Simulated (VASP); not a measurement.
# Al12HO in VASP: relaxation of the atoms with PBE+D3(BJ)

Aim: the relaxation of the atoms of Al12HO with PBE+D3(BJ).

Everything below comes from runs of VASP 6.6.1. Logs are shortened: lines on timing, memory, paths and dates and some standing lists are left out, and cuts for length are marked.

## Step 1: The cell of the first run

The cell holds a slab with vacuum, 14 atoms: a = 5.728 Å, b = 5.728 Å, c = 17.677 Å, α = 90.00°, β = 90.00°, γ = 60.00°.

## Step 2: Relaxation of the atoms, PBE+D3(BJ)

INCAR reads:

```
  PREC = Accurate
  ENCUT = 520
  EDIFF = 1E-6
  ISMEAR = 0
  SIGMA = 0.1
  LREAL = F
  LASPH = T
  NELM = 60
  ALGO = Normal
  ISIF = 2
  LWAVE = F
  LCHARG = F
  GGA = PE
  IVDW = 12
  IBRION = 2
  NSW = 80
  EDIFFG = -0.03
```

KPOINTS reads:

```
Automatic mesh
0
Gamma
  3 3 1
```

POSCAR reads:

```
Al12HO
1.0
    5.7275650000      0.0000000000      0.0000000000
    2.8637820000      4.9602170000      0.0000000000
    0.0000000000      0.0000000000     17.6765370000
Al O H
12 1 1
Selective dynamics
Direct
    0.1666667000      0.1666667000      0.0565722000  F F F
    0.6666667000      0.1666667000      0.0565722000  F F F
    0.1666667000      0.6666667000      0.0565722000  F F F
    0.6666667000      0.6666667000      0.0565722000  F F F
   -0.1666667000      0.3333333000      0.1888531000  T T T
    0.3333333000      0.3333333000      0.1888531000  T T T
   -0.1666667000      0.8333333000      0.1888531000  T T T
    0.3333333000      0.8333333000      0.1888531000  T T T
    0.0000000000      0.0000000000      0.3211340000  T T T
    0.5000000000      0.0000000000      0.3211340000  T T T
    0.0000000000      0.5000000000      0.3211340000  T T T
    0.5000000000      0.5000000000      0.3211340000  T T T
    0.7313565000      0.2707536000      0.4003350000  T T T
    0.7169098000      0.3288390000      0.4529472000  T T T
```

Potentials or basis: VASP PAW PBE potentials, release 64 (Al, O, H).

On the command line:

```bash
cat potpaw_PBE.64/Al/POTCAR potpaw_PBE.64/O/POTCAR potpaw_PBE.64/H/POTCAR > POTCAR
mpirun -np 1 vasp_std > vasp.out
```

OUTCAR:

```text
PREC = Accurate
   ENCUT = 520
   EDIFF = 1E-6
   ISMEAR = 0
   LREAL = F
   LASPH = T
   NELM = 60
   ISIF = 2
   GGA = PE
   IVDW = 12
   IBRION = 2
   NSW = 80
   EDIFFG = -0.03
 IVDW          = 12

 ion  position               nearest neighbor table
   1  0.167  0.167  0.057-   6 2.86   8 2.86   5 2.86   3 2.86   3 2.86   2 2.86   2 2.86   4 2.86
                             4 2.86
   2  0.667  0.167  0.057-   5 2.86   7 2.86   6 2.86   4 2.86   4 2.86   1 2.86   1 2.86   3 2.86
                             3 2.86
   3  0.167  0.667  0.057-   8 2.86   6 2.86   7 2.86   1 2.86   1 2.86   4 2.86   4 2.86   2 2.86
                             2 2.86
   4  0.667  0.667  0.057-   7 2.86   5 2.86   8 2.86   2 2.86   2 2.86   3 2.86   3 2.86   1 2.86
                             1 2.86
   5  0.833  0.333  0.189-   2 2.86   9 2.86  12 2.86  11 2.86   4 2.86   1 2.86   7 2.86   7 2.86
                             6 2.86   6 2.86   8 2.86   8 2.86
   6  0.333  0.333  0.189-   1 2.86  10 2.86  11 2.86  12 2.86   3 2.86   2 2.86   8 2.86   8 2.86
                             5 2.86   5 2.86   7 2.86   7 2.86
   7  0.833  0.833  0.189-   4 2.86  11 2.86  10 2.86   9 2.86   2 2.86   3 2.86   5 2.86   5 2.86
                             8 2.86   8 2.86   6 2.86   6 2.86
   8  0.333  0.833  0.189-   3 2.86  12 2.86   9 2.86  10 2.86   1 2.86   4 2.86   6 2.86   6 2.86
                             7 2.86   7 2.86   5 2.86   5 2.86
   9  0.000  0.000  0.321-  13 2.08   5 2.86   8 2.86   7 2.86  11 2.86  11 2.86  10 2.86  10 2.86
                            12 2.86  12 2.86
  10  0.500  0.000  0.321-   6 2.86   7 2.86   8 2.86  12 2.86  12 2.86   9 2.86   9 2.86  11 2.86
                            11 2.86
  11  0.000  0.500  0.321-   7 2.86   6 2.86   5 2.86   9 2.86   9 2.86  12 2.86  12 2.86  10 2.86
                            10 2.86
  12  0.500  0.500  0.321-  13 1.92   8 2.86   5 2.86   6 2.86  10 2.86  10 2.86  11 2.86  11 2.86
                             9 2.86   9 2.86
  13  0.731  0.271  0.400-  14 0.98  12 1.92   9 2.08
  14  0.717  0.329  0.453-  13 0.98

  LATTYP: Found a hexagonal cell.
 ALAT       =     5.7275649303
 C/A-ratio  =     3.0862220185

  Lattice vectors:

 A1 = (  -2.8637820000,  -4.9602170000,   0.0000000000)
 A2 = (   5.7275650000,   0.0000000000,   0.0000000000)
 A3 = (   0.0000000000,   0.0000000000,  17.6765370000)

Analysis of symmetry for initial positions (statically):
=====================================================================
 Subroutine PRICEL returns:
 Original cell was already a primitive cell.

 Routine SETGRP: Setting up the symmetry group for a
 hexagonal supercell.

 Subroutine GETGRP returns: Found  1 space group operations
 (whereof  1 operations were pure point group operations)
 out of a pool of 24 trial point group operations.

The static configuration has the point symmetry C_1 .

Analysis of symmetry for dynamics (positions and initial velocities):
=====================================================================
 Subroutine PRICEL returns:
 Original cell was already a primitive cell.
[... 125 lines left out ...]
   NELM   =     60;   NELMIN=  2; NELMDL= -5     # of ELM steps
   EDIFF  = 0.1E-05   stopping-criterion for ELM
   LREAL  =      F    real-space projection
   EDIFFG = -.3E-01   stopping-criterion for IOM
   NSW    =     80    number of steps for IOM
   IBRION =      2    ionic relax: 0-MD 1-quasi-New 2-CG
   NFREE  =      1    steps in history (QN), initial steepest desc. (CG)
   ISIF   =      2    stress and relaxation
   ISYM   =      2    0-nonsym 1-usesym 2-fastsym
   POTIM  = 0.5000    time-step for ionic-motion
   TEBEG  =    0.0;   TEEND  =   0.0 temperature during run
   PSTRESS=    0.0 pullay stress
   NELECT =      43.0000    total number of electrons
   NUPDOWN=      -1.0000    fix difference up-down
   EMIN   =  10.00;   EMAX   =-10.00  energy-range for DOS
   EFERMI =   0.00;   METHOD = LEGACY
   ISMEAR =     0;   SIGMA  =   0.10  broadening in eV -4-tet -1-fermi 0-gaus
   EFERMI_NEDOS =   21; number of points for ismear=-14 and -15
   IALGO  =     38    algorithm
   IMIX   =      4    mixing-type and parameters
     AMIX     =   0.40;   BMIX     =  1.00
     AMIX_MAG =   1.60;   BMIX_MAG =  1.00
  volume/ion in A,a.u.               =      35.87       242.07
  Fermi-wavevector in a.u.,A,eV,Ry     =   0.721564  1.363559  7.083941  0.520655
  Thomas-Fermi vector in A             =   1.811304
   LORBIT       =      0    0 simple, 1 ext, 2 COOP (PROOUT), +10 PAW based schemes
   GGA     = PE    functional components
   LHFCALC =     F    Hartree Fock is set to
   AEXX    =    0.0000 exact exchange contribution
   IVDW    =    12    specifies the selected vdW correction
   LEPSILON=     F    determine dielectric tensor
   LRPA    =     F    only Hartree local field effects (RPA)
 conjugate gradient relaxation of ions
 non-spin polarized calculation
 Gauss-broadening in eV      SIGMA  =   0.10
  energy-cutoff  :      520.00
  volume of cell :      502.19
 maximum number of plane-waves:     13577
 NGX is ok and might be reduce to    42
   NGX = 21   NGY = 21   NGZ = 65

--------------------------------------- Ionic step        1  -------------------------------------------

 number of electron      43.0000000 magnetization

 Free energy of the ion-electron system (eV)
  ---------------------------------------------------
  ext. energy  EPLUGINS =         0.00000000
  ---------------------------------------------------
  free energy    TOTEN  =       -53.35530622 eV

  energy without entropy =      -53.29295178  energy(sigma->0) =      -53.32412900

------------------------ aborting loop because EDIFF is reached ----------------------------------------

 Edisp (eV)   -2.88023

 E8    (eV) :    -1.3220
[... 141 lines left out ...]
  FREE ENERGIE OF THE ION-ELECTRON SYSTEM (eV)
  ---------------------------------------------------
  free  energy   TOTEN  =       -56.4021574121 eV

  energy  without entropy=      -56.3564169501  energy(sigma->0) =      -56.37928718

[... ionic steps 4 to 48 ...]

--------------------------------------- Ionic step       49  -------------------------------------------

 number of electron      43.0000000 magnetization

------------------------ aborting loop because EDIFF is reached ----------------------------------------
[... 99 lines left out ...]
--------------------------------------- Ionic step       51  -------------------------------------------

 number of electron      43.0000000 magnetization

 Free energy of the ion-electron system (eV)
  ---------------------------------------------------
  ext. energy  EPLUGINS =         0.00000000
  ---------------------------------------------------
  free energy    TOTEN  =       -53.74142509 eV

  energy without entropy =      -53.71627682  energy(sigma->0) =      -53.72885096

 E-fermi :   1.2173     XC(G=0):  -5.1805

 val. band max:        1.1175925239   @ k =   0.3333   0.3333   0.0000
 cond. band min:       1.2759742489   @ k =   0.0000   0.3333   0.0000
 fundamental gap:      0.1583817251
 Fermi energy:         1.2172737959

 k-point     1 :       0.0000    0.0000    0.0000
  band No.  band energies     occupation
      1     -20.7035      2.00000
      2      -9.4634      2.00000
      3      -8.5418      2.00000
      4      -7.2118      2.00000
      5      -5.8026      2.00000
      6      -4.9400      2.00000
[... 194 lines left out ...]
  FREE ENERGIE OF THE ION-ELECTRON SYSTEM (eV)
  ---------------------------------------------------
  free  energy   TOTEN  =       -56.6693573916 eV

  energy  without entropy=      -56.6442091178  energy(sigma->0) =      -56.65678325

 reached required accuracy - stopping structural energy minimisation
```

OSZICAR:

```text
N       E                     dE             d eps       ncg     rms          rms(c)
DAV:   1     0.177751989356E+03    0.17775E+03   -0.14164E+04   290   0.108E+03
DAV:   2    -0.284148455481E+02   -0.20617E+03   -0.20094E+03   373   0.187E+02
DAV:   3    -0.563241404252E+02   -0.27909E+02   -0.27358E+02   442   0.644E+01
[... 578 lines left out ...]
DAV:   2    -0.537414314295E+02   -0.26262E-03   -0.28893E-03   356   0.272E-01    0.292E-02
DAV:   3    -0.537414256134E+02    0.58161E-05   -0.44851E-05   404   0.389E-02    0.195E-02
DAV:   4    -0.537414239785E+02    0.16348E-05   -0.23813E-05   372   0.294E-02    0.424E-03
DAV:   5    -0.537414250640E+02   -0.10854E-05   -0.94661E-06   364   0.149E-02    0.340E-03
DAV:   6    -0.537414250942E+02   -0.30231E-07   -0.41838E-07   190   0.415E-03
  51 F= -.56669357E+02 E0= -.56656783E+02  d E =-.744120E-03
```

Wall time 77 min (1 thread of Intel Xeon Platinum 8375C at 2.90GHz (Ice Lake), shared host); peak memory 0.75 GiB.

Results:

```yaml
Free_energy: -56.6694 eV
Energy_gained_by_relaxing: 31.0 meV/atom
Ionic_steps: 51
Band_gap_on_the_k_mesh: zero (an odd number of electrons rules out a gap without spin polarisation)
Dispersion_energy_per_atom: -0.209 eV
```

Step by step:
```csv
step,energy change (eV),largest force on free atoms (eV/Å),pressure (GPa)
1,0.0000,0.8864,-1.64
3,-0.1666,1.6846,-1.70
5,-0.2092,0.6605,-1.50
7,-0.2591,0.4569,-1.40
9,-0.2779,0.5707,-1.29
11,-0.3235,1.0499,-1.17
13,-0.3395,0.4753,-1.23
15,-0.3524,0.3881,-1.25
17,-0.3617,0.8673,-1.36
19,-0.3758,0.6033,-1.24
21,-0.3855,0.3980,-1.25
23,-0.4018,0.2185,-1.20
25,-0.4133,0.3296,-1.13
27,-0.4167,0.1968,-1.13
29,-0.4232,0.1419,-1.03
31,-0.4252,0.1265,-1.00
33,-0.4276,0.0818,-0.95
35,-0.4284,0.1083,-0.93
37,-0.4288,0.1412,-0.87
39,-0.4306,0.0600,-0.89
41,-0.4306,0.1632,-0.89
43,-0.4319,0.0846,-0.90
45,-0.4322,0.1341,-0.90
47,-0.4329,0.0815,-0.87
49,-0.4332,0.0403,-0.88
51,-0.4338,0.0265,-0.87
```

Final structure:
```
Al O H
1.0
     5.72757    0.00000    0.00000
     2.86378    4.96022    0.00000
     0.00000    0.00000   17.67654
Al O H
12 1 1
Direct
  0.16667 0.16667 0.05657
  0.66667 0.16667 0.05657
  0.16667 0.66667 0.05657
  0.66667 0.66667 0.05657
  0.83989 0.34813 0.18787
  0.34145 0.34492 0.18768
  0.83591 0.85017 0.18759
  0.33659 0.84460 0.18284
  0.00210 0.00000 0.31787
  0.47282 0.98906 0.31272
  0.00248 0.51878 0.31286
  0.48118 0.52112 0.31786
  0.71161 0.23198 0.38682
  0.77385 0.29500 0.42970
```

Caveat: the k points lie up to 0.42 Å⁻¹ apart, too coarse for converged energies and pressures of a metal; an odd number of electrons without spin polarisation forces a metal; a magnetic or distorted state may lie lower.
